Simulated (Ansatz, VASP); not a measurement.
## Al: VASP beside Ansatz

File INCAR:

```
SYSTEM = Al
PREC = Accurate
ENCUT = 520
EDIFF = 1E-6
ISMEAR = 0
SIGMA = 0.15
LREAL = .False.
LASPH = .True.
NELM = 100
ALGO = Normal
ISIF = 2
LWAVE = .False.
LCHARG = .True.
GGA = PE
IVDW = 12
LELF = .True.
LVHAR = .True.
NBANDS = 14
```

KPOINTS

```
Automatic mesh
0
Gamma
  18 18 6
  0 0 0
```

File POSCAR:

```
Al
1.0
    2.8446195066      0.0000000000      0.0000000000
   -1.4223097533      2.4635127568      0.0000000000
    0.0000000000      0.0000000000      8.7594368468
Al
4
Direct
    0.0000000000      0.0000000000      0.0000000000
    0.3333333333      0.6666666667      0.2500000000
    0.0000000000      0.0000000000      0.5000000000
    0.6666666667      0.3333333333      0.7500000000
```

Input for Ansatz:

```yaml
crystal:
  lattice:
    - [2.8446195066, 0.0, 0.0]
    - [-1.4223097533, 2.4635127568, 0.0]
    - [0.0, 0.0, 8.7594368468]
  atoms:
    - { symbol: Al, position: [0.0, 0.0, 0.0] }
    - { symbol: Al, position: [0.3333333333, 0.6666666667, 0.25] }
    - { symbol: Al, position: [0.0, 0.0, 0.5] }
    - { symbol: Al, position: [0.6666666667, 0.3333333333, 0.75] }
basis:
  ecutwfc: 420
kpoints:
  mp_grid: { grid: [18, 18, 6] }
hamiltonian:
  xc: pbe
  dispersion: d3bj
scf:
  occupations: { method: gaussian, width: 0.15 }
output:
  forces: true
  stress: true
  eigenvalues: true
  write_density: true
  write_potential: true
  elf: true
  volumetric_format: npy
```

Alike in both runs: task single point; functional PBE; dispersion D3(BJ); k mesh 18 × 18 × 6; occupations gaussian, width 0.15 eV; no spin polarisation.

|  | VASP | Ansatz |
| --- | --- | --- |
| version | VASP 6.6.1 | Ansatz 0.2.0 |
| potentials or method | VASP PAW PBE potentials, release 64 (Al), cutoff 520 eV | scalar-relativistic, plane waves, PAW |
| valence electrons in the cell | 12 | 12 |

```csv
,VASP,Ansatz,Ansatz less VASP
gap on the k mesh at the Fermi level (eV),none,none,-
pressure (GPa),3.4,3.4,+0.03
"traceless stress, the component that is largest in VASP (GPa)",3.92,3.92,0.000
```

A gap of «none» marks a metal or a gap that the smearing closes.
